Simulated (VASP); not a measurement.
# Se (Im-3m) in VASP: a series of runs

Runs on Se. Level: PBEsol. Tasks: single point, relaxation of cell and atoms.

All numbers are computed with VASP 6.6.1; they aren't measurements. Logs are shortened: lines on timing, memory, paths and dates and some standing lists are left out, and cuts for length are marked.

**1. The cell of the first run**

It takes space group Im-3m (No. 229, cubic). Conventional cell: a = 2.827 Å, b = 2.827 Å, c = 2.827 Å, α = 90.00°, β = 90.00°, γ = 90.00°. Se (site symmetry m-3m) has 14 Se at 2.45 to 2.83 Å within 3.2 Å.

This isn't the form of Se at room conditions, which is trigonal, of chains.

**2. Single point, PBEsol, non-collinear spin, zero start, spin-orbit coupling**

File INCAR:

```
SYSTEM = Se
ALGO = Normal ; EDIFF = 1E-6
ENCUT = 520 ; GGA = PS
GGA_COMPAT = .FALSE. ; ISIF = 2
ISMEAR = 0 ; LASPH = .TRUE.
LCHARG = .TRUE. ; LORBIT = 11
LORBMOM = .TRUE. ; LREAL = .FALSE.
LSORBIT = .TRUE. ; LVHAR = .TRUE.
LWAVE = .FALSE. ; MAGMOM = 0 0 0
NBANDS = 17 ; NELM = 150
PREC = Accurate ; SIGMA = 0.1
```

File KPOINTS:

```
k-points
0
G
  20 20 20
  0 0 0
```

File POSCAR:

```
Se
1.0
   -1.4133363902      1.4133363902      1.4133363902
    1.4133363902     -1.4133363902      1.4133363902
    1.4133363902      1.4133363902     -1.4133363902
Se
1
Direct
    0.0000000000      0.0000000000      0.0000000000
```

Potentials or basis: VASP PAW PBE potentials, release 64 (Se).

On the command line:

```
$ cat potpaw_PBE.64/Se/POTCAR > POTCAR
$ mpirun -np 1 vasp_ncl > vasp.out
```

OUTCAR:

```text
SYSTEM = Se
   EDIFF = 1E-6
   ENCUT = 520
   GGA = PS
   ISIF = 2
   ISMEAR = 0
   LASPH = .TRUE.
   LORBIT = 11
   LREAL = .FALSE.
   LSORBIT = .TRUE.
   NELM = 150
   PREC = Accurate

 ion  position               nearest neighbor table
   1  0.000  0.000  0.000-

  LATTYP: Found a body centered cubic cell.
 ALAT       =     2.8266727804

  Lattice vectors:

 A1 = (  -1.4133363902,   1.4133363902,   1.4133363902)
 A2 = (   1.4133363902,  -1.4133363902,   1.4133363902)
 A3 = (   1.4133363902,   1.4133363902,  -1.4133363902)

Analysis of symmetry for initial positions (statically):
=====================================================================
 Subroutine PRICEL returns:
 Original cell was already a primitive cell.

 Routine SETGRP: Setting up the symmetry group for a
 body centered cubic supercell.

 Subroutine GETGRP returns: Found 48 space group operations
 (whereof 48 operations were pure point group operations)
 out of a pool of 48 trial point group operations.

The static configuration has the point symmetry O_h .

Analysis of symmetry for dynamics (positions and initial velocities):
=====================================================================
 Subroutine PRICEL returns:
 Original cell was already a primitive cell.

 Routine SETGRP: Setting up the symmetry group for a
 body centered cubic supercell.

 Subroutine GETGRP returns: Found 48 space group operations
 (whereof 48 operations were pure point group operations)
 out of a pool of 48 trial point group operations.

The dynamic configuration has the point symmetry O_h .

Analysis of structural, dynamic, and magnetic symmetry:
=====================================================================
 Subroutine PRICEL returns:
 Original cell was already a primitive cell.

 Routine SETGRP: Setting up the symmetry group for a
 body centered cubic supercell.

 Subroutine GETGRP returns: Found 48 space group operations
 (whereof 48 operations were pure point group operations)
 out of a pool of 48 trial point group operations.

The overall configuration has the point symmetry O_h .

 Subroutine INISYM returns: Found 48 space group operations
 (whereof 48 operations are pure point group operations),
 and found     1 'primitive' translations

----------------------------------------------------------------------------------------

                                     Primitive cell

  volume of cell :      11.2927

[... 153 lines left out ...]
      6      22.5156      0.00000
[... 457 lines left out ...]
      4       9.6169      1.00000
      5      14.9079      0.23610
      6      14.9079      0.23610
[... 9 lines left out ...]
     16      36.3269      0.00000
     17      38.2680      0.00000

 [... further k-points ...]

------------------------ aborting loop because EDIFF is reached ----------------------------------------

  FORCE on cell =-STRESS in cart. coord.  units (eV):
  Direction    XX          YY          ZZ          XY          YZ          ZX
  --------------------------------------------------------------------------------------
  -------------------------------------------------------------------------------------
  Total       10.6180245     10.6180245     10.6180245      0.0000000      0.0000000      0.0000000
  in kB     1506.4602972   1506.4602972   1506.4602972      0.0000000      0.0000000      0.0000000
  external PRESSURE =    1506.4602972 kB  Pullay stress =       0.0000000 kB

 VOLUME and BASIS-vectors are now :
 -----------------------------------------------------------------------------
  energy-cutoff  :      520.00
  volume of cell :       11.29
      direct lattice vectors                 reciprocal lattice vectors
    -1.413336390  1.413336390  1.413336390     0.000000000  0.353772820  0.353772820
     1.413336390 -1.413336390  1.413336390     0.353772820  0.000000000  0.353772820
     1.413336390  1.413336390 -1.413336390     0.353772820  0.353772820  0.000000000

 POSITION                                       TOTAL-FORCE (eV/Angst)
 -----------------------------------------------------------------------------------
      0.00000      0.00000      0.00000         0.000000     -0.000000      0.000000
 -----------------------------------------------------------------------------------
    total drift:                                0.000000      0.000000      0.000000

  FREE ENERGIE OF THE ION-ELECTRON SYSTEM (eV)
  ---------------------------------------------------
  free  energy   TOTEN  =        -1.0861274434 eV

  energy  without entropy=       -1.0837233374  energy(sigma->0) =       -1.08492539

 orbital moment (x)

 # of ion     p       d       tot
 ----------------------------------------
  1         0.000   0.000   0.000
 ----------------------------------------
            0.000   0.000   0.000

 orbital moment (y)

 # of ion     p       d       tot
 ----------------------------------------
  1         0.000  -0.000  -0.000
 ----------------------------------------
            0.000  -0.000  -0.000

 orbital moment (z)

 # of ion     p       d       tot
 ----------------------------------------
  1         0.000   0.000   0.000
 ----------------------------------------
            0.000   0.000   0.000

 Spin-Orbit-Coupling matrix elements

 Ion:    1  E_soc:     -0.0418764
 l=   1
     0.0000000    -0.0069310    -0.0069310
    -0.0069310     0.0000000    -0.0069310
    -0.0069310    -0.0069310     0.0000000
 l=   2
     0.0000000    -0.0000147     0.0000000    -0.0000147    -0.0000336
    -0.0000147     0.0000000    -0.0000252    -0.0000147    -0.0000084
     0.0000000    -0.0000252     0.0000000    -0.0000252     0.0000000
    -0.0000147    -0.0000147    -0.0000252     0.0000000    -0.0000084
    -0.0000336    -0.0000084     0.0000000    -0.0000084     0.0000000
 l=   3
     0.0000000     0.0000000     0.0000000     0.0000000     0.0000000     0.0000000     0.0000000
     0.0000000     0.0000000     0.0000000     0.0000000     0.0000000     0.0000000     0.0000000
     0.0000000     0.0000000     0.0000000     0.0000000     0.0000000     0.0000000     0.0000000
     0.0000000     0.0000000     0.0000000     0.0000000     0.0000000     0.0000000     0.0000000
     0.0000000     0.0000000     0.0000000     0.0000000     0.0000000     0.0000000     0.0000000
     0.0000000     0.0000000     0.0000000     0.0000000     0.0000000     0.0000000     0.0000000
     0.0000000     0.0000000     0.0000000     0.0000000     0.0000000     0.0000000     0.0000000

 total charge

# of ion       s       p       d       tot
------------------------------------------
    1        1.564   2.332   0.278   4.174

 magnetization (x)

# of ion       s       p       d       tot
------------------------------------------
    1        0.000  -0.000   0.000   0.000

 magnetization (y)

# of ion       s       p       d       tot
------------------------------------------
    1       -0.000   0.000  -0.000  -0.000

 magnetization (z)

# of ion       s       p       d       tot
------------------------------------------
    1       -0.000  -0.000   0.000   0.000
```

stdout:

```text
POSCAR found type information on POSCAR Se
 POSCAR found :  1 types and       1 ions
 scaLAPACK will be used
 -----------------------------------------------------------------------------
|                                                                             |
|                                                                             |
|     You enforced a specific xc type in the INCAR file but a different       |
|     I HOPE YOU KNOW WHAT YOU ARE DOING!                                     |
|                                                                             |
 -----------------------------------------------------------------------------

 LDA part: xc-table for (Slater+PW92), standard interpolation
 POSCAR, INCAR and KPOINTS ok, starting setup
 FFT: planning ... GRIDC
 FFT: planning ... GRID_SOFT
 FFT: planning ... GRID
 WAVECAR not read
 entering main loop
```

It took 32 s on 1 thread of Intel Xeon 6975P-C (Granite Rapids), shared host; peak memory 0.19 GiB.

Results:

| Quantity | Value |
| --- | --- |
| Free energy | -1.0861 eV |
| Pressure | 150.6 GPa |
| Net moment | 0.00 μB per cell |
| Valence electrons inside the program's atomic spheres | Se 4.17 |

Moments on the atoms (μB; x, y, z):
```
Se  0.00 0.00 0.00
```

Caveat: the cell stands under pressure; the PAW data sets were made with another functional, which shifts forces and pressure a little.

**3. Relaxation of cell and atoms, PBEsol, non-collinear spin, zero start, spin-orbit coupling, target pressure 148 GPa, at which the enthalpy is minimised**

This run uses another cell than the first one, of 11.43 Å³/atom.

File INCAR:

```
PREC = Accurate ; ENCUT = 600
EDIFF = 1E-7 ; ISMEAR = 0
SIGMA = 0.1 ; LREAL = False
LASPH = True ; NELM = 150
ALGO = Normal ; ISIF = 3
LWAVE = False ; LCHARG = False
LNONCOLLINEAR = True ; MAGMOM = 0 0 0
LORBIT = 11 ; LSORBIT = True
GGA_COMPAT = False ; LORBMOM = True
GGA = PS ; IBRION = 2
NSW = 50 ; EDIFFG = -0.003
PSTRESS = 1480.0
```

File KPOINTS:

```
regular mesh
0
Gamma
  20 20 20
```

File POSCAR:

```
Se
1.0
   -1.4188891395      1.4188891395      1.4188891395
    1.4188891395     -1.4188891395      1.4188891395
    1.4188891395      1.4188891395     -1.4188891395
Se
1
Direct
    0.0000000000      0.0000000000      0.0000000000
```

Potentials or basis: VASP PAW PBE potentials, release 64 (Se).

On the command line:

```
$ cat potpaw_PBE.64/Se/POTCAR > POTCAR
$ mpirun -np 1 vasp_ncl > vasp.out
```

Wall time 83 s (1 thread of Intel Xeon 6975P-C (Granite Rapids), shared host); peak memory 0.21 GiB.

The run converged. Its results:

```
Free energy                                                : -1.1317 eV
Relaxed volume                                             : 11.34 Å³/atom
Relaxed cell                                               : a = 2.451 Å, b = 2.451 Å, c = 2.451 Å, α = 109.47°, β = 109.47°, γ = 109.47°
Space group after relaxing (to 0.1 Å)                      : Im-3m (No. 229)
Energy change on relaxing (the run minimises the enthalpy) : +77.3 meV/atom
Ionic steps                                                : 4
Pressure after relaxing                                    : 148.0 GPa
Net moment                                                 : 0.00 μB per cell
Valence electrons inside the program's atomic spheres      : Se 4.17
```

Step by step:
| step | energy change (eV) | largest force (eV/Å) | pressure (GPa) | volume (Å³) |
| --- | --- | --- | --- | --- |
| 1 | 0.0000 | 0.0000 | 143.54 | 11.43 |
| 2 | 0.5103 | 0.0000 | 173.09 | 10.91 |
| 3 | 0.0758 | 0.0000 | 147.91 | 11.34 |
| 4 | 0.0773 | 0.0000 | 147.98 | 11.34 |

Final structure:
```
Se
1.0
    -1.41536    1.41536    1.41536
     1.41536   -1.41536    1.41536
     1.41536    1.41536   -1.41536
Se
1
Direct
  0.00000 0.00000 0.00000
```

Moments on the atoms (μB; x, y, z):
```
Se  0.00 0.00 0.00
```

Caveat: the cell is relaxed towards a set pressure, so the run minimises the enthalpy, not the energy; the PAW data sets were made with another functional, which shifts forces and pressure a little.
